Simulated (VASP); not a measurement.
Wanted: the native input for a VASP 6.6.1 run.

```yaml
Task: single point
Functional: PBE
Potentials_or_basis: VASP PAW PBE potentials, release 64 (Ti_sv, O)
Cutoff: 520 eV
k_mesh: 5 × 5 × 7
Occupations: fermi-dirac, width 0.02 eV
Spin: collinear spin, ferromagnetic start
Starting_moments: "[1.0, 1.0, 0.0, 0.0, 0.0, 0.0] μB"
Dipole_correction: no
Further_INCAR_settings: ALGO = Normal; EDIFF = 1e-06; NBANDS = 37
```

The structure of TiO2 lies in POSCAR:

```
TiO2
1.0
    4.6230000000      0.0000000000      0.0000000000
    0.0000000000      4.6230000000      0.0000000000
    0.0000000000      0.0000000000      2.9860000000
Ti O
2 4
Direct
    0.0000000000      0.0000000000      0.0000000000
    0.5000000000      0.5000000000      0.5000000000
    0.3052000000      0.3052000000      0.0000000000
    0.1948000000      0.8052000000      0.5000000000
    0.6948000000      0.6948000000      0.0000000000
    0.8052000000      0.1948000000      0.5000000000
```

These files were run (other wordings do the same):

INCAR

```
ALGO     = Normal         # electronic algorithm
EDIFF    = 1E-6           # SCF threshold, eV
ENCUT    = 520            # plane-wave cutoff, eV
GGA      = PE             # functional
ISIF     = 2              # what is computed and relaxed
ISMEAR   = -1             # smearing method
ISPIN    = 2              # spin polarisation
LASPH    = T              # aspherical terms in the spheres
LCHARG   = F              # write CHGCAR
LMAXMIX  = 4              # l up to which the mixer works
LORBIT   = 11             # projections on sites
LREAL    = F              # projectors in reciprocal space
LWAVE    = F              # write WAVECAR
MAGMOM   = 1 1 0 0 0 0    # initial moments
NBANDS   = 37             # bands
NELM     = 150            # most SCF steps
PREC     = Accurate       # precision mode
SIGMA    = 0.02           # smearing width, eV
```

KPOINTS

```
k-points
0
Gamma
  5 5 7
```

Potentials or basis: VASP PAW PBE potentials, release 64 (Ti_sv, O).

The run is started by

```console
$ cat potpaw_PBE.64/Ti_sv/POTCAR potpaw_PBE.64/O/POTCAR > POTCAR
$ mpirun -np 1 vasp_std > vasp.out
```

It gave:

The pressure is 0.6 GPa and the largest force is 0.043 eV/Å. The band gap on the k mesh is 1.82 eV, direct and the net moment is 0.00 μB per cell. The valence electrons inside the program's atomic spheres are Ti 10.19; O 5.06.

Wall time 120 s on 1 thread of Intel(R) Xeon(R) Platinum 8375C CPU @ 2.90GHz (Ice Lake), on a shared host, peak memory 0.23 GiB.
